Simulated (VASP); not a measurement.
# Cd2S (Cmmm) in VASP: further runs

Cd2S is run at these levels: PBE; tasks: single point, relaxation of cell and atoms.

Everything below comes from runs of VASP 6.6.1. Logs are shortened: lines on timing, memory, paths and dates and some standing lists are left out, and cuts for length are marked.

## Step 1: The cell of the first run

It takes space group Cmmm (No. 65, orthorhombic). Conventional cell: a = 3.797 Å, b = 11.303 Å, c = 3.845 Å, α = 90.00°, β = 90.00°, γ = 90.00°. Cd (site symmetry m2m) has 2 S at 2.59 Å and 3 Cd at 2.90 to 3.46 Å within 3.5 Å. S (site symmetry mmm) has 4 Cd at 2.59 Å within 3.4 Å.

The cell was generated, and may not be a known phase.

## Step 2: Single point, PBE

The input, INCAR:

```
PREC = Accurate
ENCUT = 630
EDIFF = 1E-6
ISMEAR = 0
SIGMA = 0.01
LREAL = F
LASPH = T
NELM = 120
ALGO = Normal
ISIF = 2
LWAVE = F
LCHARG = F
GGA = PE
NBANDS = 30
GGA_COMPAT = F
```

The input, KPOINTS:

```
regular mesh
0
Gamma
  10 10 10
```

The input, POSCAR:

```
Cd2S
1.0
    1.8984452815     -5.6515562207      0.0000000000
    1.8984452815      5.6515562207      0.0000000000
    0.0000000000      0.0000000000      3.8453863443
Cd S
2 1
Direct
    0.3467574843      0.6532425157      0.0000000000
    0.6532425157      0.3467574843      0.0000000000
    0.5000000000      0.5000000000      0.5000000000
```

Potentials or basis: VASP PAW PBE potentials, release 64 (Cd_sv_GW, S).

Started as:

```console
cat potpaw_PBE.64/Cd_sv_GW/POTCAR potpaw_PBE.64/S/POTCAR > POTCAR
mpirun -np 1 vasp_std > vasp.out
```

OUTCAR:

```text
PREC = Accurate
   ENCUT = 630
   EDIFF = 1E-6
   ISMEAR = 0
   LREAL = F
   LASPH = T
   NELM = 120
   ISIF = 2
   GGA = PE

 ion  position               nearest neighbor table
   1  0.347  0.653  0.000-   3 2.59   3 2.59
   2  0.653  0.347  0.000-   3 2.59   3 2.59
   3  0.500  0.500  0.500-   1 2.59   2 2.59   1 2.59   2 2.59

  LATTYP: Found a base centered orthorhombic cell.
 ALAT       =     3.7968905630
 B/A-ratio  =     2.9769392227
 C/A-ratio  =     1.0127724991

  Lattice vectors:

 A1 = (   1.8984452815,  -5.6515562207,   0.0000000000)
 A2 = (   1.8984452815,   5.6515562207,   0.0000000000)
 A3 = (   0.0000000000,   0.0000000000,   3.8453863443)

Analysis of symmetry for initial positions (statically):
=====================================================================
 Subroutine PRICEL returns:
 Original cell was already a primitive cell.

 Routine SETGRP: Setting up the symmetry group for a
 base centered orthorhombic supercell.

 Subroutine GETGRP returns: Found  8 space group operations
 (whereof  8 operations were pure point group operations)
 out of a pool of  8 trial point group operations.

The static configuration has the point symmetry D_2h.

Analysis of symmetry for dynamics (positions and initial velocities):
=====================================================================
 Subroutine PRICEL returns:
 Original cell was already a primitive cell.

 Routine SETGRP: Setting up the symmetry group for a
 base centered orthorhombic supercell.

 Subroutine GETGRP returns: Found  8 space group operations
 (whereof  8 operations were pure point group operations)
 out of a pool of  8 trial point group operations.

The dynamic configuration has the point symmetry D_2h.

 Subroutine INISYM returns: Found  8 space group operations
 (whereof  8 operations are pure point group operations),
 and found     1 'primitive' translations

----------------------------------------------------------------------------------------

                                     Primitive cell

  volume of cell :      82.5156

  direct lattice vectors                    reciprocal lattice vectors
     1.898445281 -5.651556221  0.000000000     0.263373406 -0.088471207  0.000000000
     1.898445281  5.651556221  0.000000000     0.263373406  0.088471207  0.000000000
     0.000000000  0.000000000  3.845386344     0.000000000  0.000000000  0.260051893

  length of vectors
     5.961894179  5.961894179  3.845386344     0.277835753  0.277835753  0.260051893

  position of ions in fractional coordinates (direct lattice)
     0.346757484  0.653242516  0.000000000
     0.653242516  0.346757484  0.000000000
     0.500000000  0.500000000  0.500000000

  ion indices of the primitive-cell ions
   primitive index   ion index
                 1           1
                 2           2
                 3           3

----------------------------------------------------------------------------------------

 KPOINTS: regular mesh

Automatic generation of k-mesh.
 Grid dimensions read from file:
 generate k-points for:   10   10   10

 Generating k-lattice:

  Cartesian coordinates                     Fractional coordinates (reciprocal lattice)
     0.026337341 -0.008847121  0.000000000     0.100000000  0.000000000  0.000000000
     0.026337341  0.008847121  0.000000000     0.000000000  0.100000000  0.000000000
     0.000000000  0.000000000  0.026005189     0.000000000  0.000000000  0.100000000

  Length of vectors
     0.027783575  0.027783575  0.026005189

  Shift w.r.t. Gamma in fractional coordinates (k-lattice)
     0.000000000  0.000000000  0.000000000

 Subroutine IBZKPT returns following result:
 ===========================================

 Found    186 irreducible k-points:

 Following reciprocal coordinates:
            Coordinates               Weight
  0.000000  0.000000  0.000000      1.000000
  0.100000 -0.000000  0.000000      4.000000
  0.200000 -0.000000  0.000000      4.000000
  0.300000 -0.000000  0.000000      4.000000
  0.400000  0.000000  0.000000      4.000000
  0.500000  0.000000  0.000000      2.000000
[... 16 lines left out ...]
  0.300000  0.300000  0.000000      2.000000
  0.400000  0.300000  0.000000      4.000000
 [... further k-points ...]
   k-points           NKPTS =    186   k-points in BZ     NKDIM =    186   number of bands    NBANDS=     30
   number of dos      NEDOS =    301   number of ions     NIONS =      3
   total plane-waves  NPLWV =  80000
   dimension x,y,z NGX =    50 NGY =   50 NGZ =   32
   dimension x,y,z NGXF=   100 NGYF=  100 NGZF=   64
   ions per type =               2   1
   NGX,Y,Z   is equivalent  to a cutoff of  13.94, 13.94, 13.83 a.u.
   NGXF,Y,Z  is equivalent  to a cutoff of  27.88, 27.88, 27.67 a.u.
 SYSTEM =  unknown system
   PREC   = accura    normal or accurate (medium, high low for compatibility)
   ISTART =      0    job   : 0-new  1-cont  2-samecut
   ICHARG =      2    charge: 1-file 2-atom 10-const
   ISPIN  =      1    spin polarized calculation?
   LNONCOLLINEAR =      F non collinear calculations
   LSORBIT =      F    spin-orbit coupling
   LASPH  =      T    aspherical Exc in radial PAW
   ENCUT  =  630.0 eV  46.30 Ry    6.80 a.u.  12.20 12.20  7.87*2*pi/ulx,y,z
   NELM   =    120;   NELMIN=  2; NELMDL= -5     # of ELM steps
   EDIFF  = 0.1E-05   stopping-criterion for ELM
   LREAL  =      F    real-space projection
[... 7 lines left out ...]
   TEBEG  =    0.0;   TEEND  =   0.0 temperature during run
   PSTRESS=    0.0 pullay stress
   NELECT =      46.0000    total number of electrons
   NUPDOWN=      -1.0000    fix difference up-down
   EMIN   =  10.00;   EMAX   =-10.00  energy-range for DOS
   EFERMI =   0.00;   METHOD = LEGACY
   ISMEAR =     0;   SIGMA  =   0.01  broadening in eV -4-tet -1-fermi 0-gaus
   EFERMI_NEDOS =   21; number of points for ismear=-14 and -15
   IALGO  =     38    algorithm
   IMIX   =      4    mixing-type and parameters
     AMIX     =   0.40;   BMIX     =  1.00
     AMIX_MAG =   1.60;   BMIX_MAG =  1.00
  volume/ion in A,a.u.               =      27.51       185.61
  Fermi-wavevector in a.u.,A,eV,Ry     =   1.347355  2.546132 24.699551  1.815366
  Thomas-Fermi vector in A             =   2.475112
   LORBIT       =      0    0 simple, 1 ext, 2 COOP (PROOUT), +10 PAW based schemes
   GGA     = PE    functional components
   LHFCALC =     F    Hartree Fock is set to
   AEXX    =    0.0000 exact exchange contribution
   IVDW    =     0    specifies the selected vdW correction
   LEPSILON=     F    determine dielectric tensor
   LRPA    =     F    only Hartree local field effects (RPA)
 non-spin polarized calculation
 Gauss-broadening in eV      SIGMA  =   0.01
  energy-cutoff  :      630.00
  volume of cell :       82.52
 maximum number of plane-waves:      2990
 NGX is ok and might be reduce to    50
   NGX = 25   NGY = 25   NGZ = 15

 number of electron      45.9999996 magnetization

 Free energy of the ion-electron system (eV)
  ---------------------------------------------------
  ext. energy  EPLUGINS =         0.00000000
  ---------------------------------------------------
  free energy    TOTEN  =        -6.18563220 eV

  energy without entropy =       -6.18563220  energy(sigma->0) =       -6.18563220

 E-fermi :   2.9653     XC(G=0):  -9.1791

 val. band max:        2.9113048042   @ k =   0.3000   0.2000   0.3000
 cond. band min:       3.0122683321   @ k =   0.3000   0.2000   0.0000
 fundamental gap:      0.1009635279
 Fermi energy:         2.9652866670

 k-point     1 :       0.0000    0.0000    0.0000
  band No.  band energies     occupation
      1     -99.3147      2.00000
      2     -99.3115      2.00000
      3     -60.4026      2.00000
      4     -60.3834      2.00000
      5     -60.3738      2.00000
      6     -60.3443      2.00000
[... 22 lines left out ...]
     29      10.6301      0.00000
     30      11.6019      0.00000

 k-point     2 :       0.1000   -0.0000    0.0000
  band No.  band energies     occupation
      1     -99.3146      2.00000
      2     -99.3116      2.00000
      3     -60.4026      2.00000
      4     -60.3854      2.00000
      5     -60.3717      2.00000
      6     -60.3447      2.00000
[... 22 lines left out ...]
     29      10.9254      0.00000
     30      11.8340      0.00000

 k-point     3 :       0.2000   -0.0000    0.0000
  band No.  band energies     occupation
      1     -99.3144      2.00000
      2     -99.3118      2.00000
      3     -60.4023      2.00000
      4     -60.3890      2.00000
      5     -60.3675      2.00000
      6     -60.3459      2.00000
[... 22 lines left out ...]
     29      11.4643      0.00000
     30      11.9005      0.00000

 k-point     4 :       0.3000   -0.0000    0.0000
  band No.  band energies     occupation
      1     -99.3140      2.00000
      2     -99.3121      2.00000
      3     -60.4016      2.00000
      4     -60.3928      2.00000
      5     -60.3630      2.00000
      6     -60.3480      2.00000
[... 22 lines left out ...]
     29      12.0022      0.00000
     30      12.4559      0.00000

 k-point     5 :       0.4000    0.0000    0.0000
  band No.  band energies     occupation
      1     -99.3136      2.00000
      2     -99.3126      2.00000
      3     -60.4005      2.00000
      4     -60.3960      2.00000
      5     -60.3586      2.00000
      6     -60.3507      2.00000
[... 22 lines left out ...]
     29      12.2932      0.00000
     30      12.3722      0.00000
[... 526 lines left out ...]
     29      12.1522      0.00000
     30      12.3620      0.00000

 k-point    22 :      -0.2000    0.2000    0.0000
  band No.  band energies     occupation
      1     -99.3147      2.00000
      2     -99.3115      2.00000
      3     -60.4027      2.00000
      4     -60.3833      2.00000
      5     -60.3730      2.00000
      6     -60.3451      2.00000
[... 22 lines left out ...]
     29      11.5166      0.00000
     30      12.1998      0.00000

 k-point    23 :       0.3000    0.3000    0.0000
  band No.  band energies     occupation
      1     -99.3135      2.00000
      2     -99.3126      2.00000
      3     -60.4007      2.00000
      4     -60.3957      2.00000
      5     -60.3571      2.00000
      6     -60.3523      2.00000
[... 22 lines left out ...]
     29      12.6260      0.00000
     30      12.6513      0.00000

 k-point    24 :       0.4000    0.3000    0.0000
  band No.  band energies     occupation
      1     -99.3140      2.00000
      2     -99.3122      2.00000
      3     -60.4018      2.00000
      4     -60.3924      2.00000
      5     -60.3614      2.00000
      6     -60.3497      2.00000
[... 22 lines left out ...]
     29      11.9869      0.00000
     30      12.6028      0.00000

 [... further k-points ...]

------------------------ aborting loop because EDIFF is reached ----------------------------------------

  FORCE on cell =-STRESS in cart. coord.  units (eV):
  Direction    XX          YY          ZZ          XY          YZ          ZX
  --------------------------------------------------------------------------------------
  -------------------------------------------------------------------------------------
  Total       -0.0638545     -0.0723417     -0.0640044      0.0000000      0.0000000      0.0000000
  in kB       -1.2398407     -1.4046342     -1.2427514      0.0000000      0.0000000      0.0000000
  external PRESSURE =      -1.2957421 kB  Pullay stress =       0.0000000 kB

 VOLUME and BASIS-vectors are now :
 -----------------------------------------------------------------------------
  energy-cutoff  :      630.00
  volume of cell :       82.52
      direct lattice vectors                 reciprocal lattice vectors
     1.898445281 -5.651556221  0.000000000     0.263373406 -0.088471207  0.000000000
     1.898445281  5.651556221  0.000000000     0.263373406  0.088471207  0.000000000
     0.000000000  0.000000000  3.845386344     0.000000000  0.000000000  0.260051893

 POSITION                                       TOTAL-FORCE (eV/Angst)
 -----------------------------------------------------------------------------------
      1.89845      1.73212      0.00000         0.000000     -0.009374     -0.000000
      1.89845     -1.73212      0.00000         0.000000      0.009374      0.000000
      1.89845      0.00000      1.92269         0.000000      0.000000      0.000000
 -----------------------------------------------------------------------------------
    total drift:                                0.000000      0.000000      0.000000

  FREE ENERGIE OF THE ION-ELECTRON SYSTEM (eV)
  ---------------------------------------------------
  free  energy   TOTEN  =        -6.1856322014 eV

  energy  without entropy=       -6.1856322014  energy(sigma->0) =       -6.18563220
```

It took 11 min on 1 thread of Intel Xeon Platinum 8559C (Emerald Rapids), shared host; peak memory 0.71 GiB.

Results:

| Property | Result |
| --- | --- |
| Free energy | -6.1856 eV |
| Pressure | -0.1 GPa |
| Largest force | 0.009 eV/Å |
| Band gap on the k mesh | 0.10 eV (least direct gap 0.17 eV) |

Forces in eV/Å, atoms in the order of the input:
```
Cd   0.000 -0.009  0.000
Cd   0.000  0.009  0.000
S    0.000  0.000  0.000
```

[end of part 1 of 2]
